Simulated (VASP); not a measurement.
Set up this calculation in VASP 6.6.1, as the native input.

| Property | Result |
| --- | --- |
| Task | relaxation of cell and atoms |
| Functional | LDA |
| Potentials or basis | VASP PAW LDA potentials, release 64 (Mn_pv, S) |
| Cutoff | 600 eV |
| k mesh | 9 × 9 × 9 |
| Occupations | fermi-dirac, width 0.05 eV |
| Spin | collinear spin, ferromagnetic start |
| Starting moments | [4.0, 0.0] μB |
| Hubbard terms | Mn d U = 2.0 eV |
| Dipole correction | no |
| Further INCAR settings | ALGO = Normal; EDIFF = 1e-07; IBRION = 2; EDIFFG = -0.01; NSW = 60; ISIF = 3 |

The structure of MnS lies in POSCAR:

```
MnS
1.0
    0.0000000000      2.6045000000      2.6045000000
    2.6045000000      0.0000000000      2.6045000000
    2.6045000000      2.6045000000      0.0000000000
Mn S
1 1
Direct
    0.0000000000      0.0000000000      0.0000000000
    0.5000000000      0.5000000000      0.5000000000
```

These files were run (other wordings do the same):

INCAR

```
SYSTEM = MnS
PREC = Accurate ; ENCUT = 600
EDIFF = 1E-7 ; ISMEAR = -1
SIGMA = 0.05 ; LREAL = .False.
LASPH = .True. ; NELM = 150
ALGO = Normal ; ISIF = 3
LWAVE = .False. ; LCHARG = .False.
ISPIN = 2 ; MAGMOM = 4 0
LORBIT = 11 ; LMAXMIX = 4
LDAU = .True. ; LDAUTYPE = 2
LDAUL = 2 -1 ; LDAUU = 2 0
LDAUJ = 0 0 ; LDAUPRINT = 1
IBRION = 2 ; NSW = 60
EDIFFG = -0.01
```

KPOINTS

```
regular mesh
0
Gamma
  9 9 9
  0 0 0
```

Potentials or basis: VASP PAW LDA potentials, release 64 (Mn_pv, S).

Launch:

```bash
$ cat potpaw_LDA.64/Mn_pv/POTCAR potpaw_LDA.64/S/POTCAR > POTCAR
$ mpirun -np 1 vasp_std > vasp.out
```

It gave:

```json
{
 "Relaxed volume": "16.09 Å³/atom",
 "Relaxed cell": "a = 3.570 Å, b = 3.570 Å, c = 3.570 Å, α = 60.00°, β = 60.00°, γ = 60.00°",
 "Space group after relaxing (to 0.05 Å)": "Fm-3m (No. 225)",
 "Energy gained by relaxing": "31.6 meV/atom",
 "Ionic steps": "3",
 "Pressure after relaxing": "0.0 GPa",
 "Net moment": "4.73 μB per cell",
 "Site moments": "Mn +4.29; S +0.11 μB",
 "Valence electrons inside the program's atomic spheres": "Mn 11.42; S 3.76"
}
```

Caveat: a cell with one magnetic atom can't hold antiferromagnetic order, which such compounds often take.

Run time: 2.7 min on 1 thread of Oxide Virtual Turin-like Processor, with other jobs on the host, peak memory 0.15 GiB.
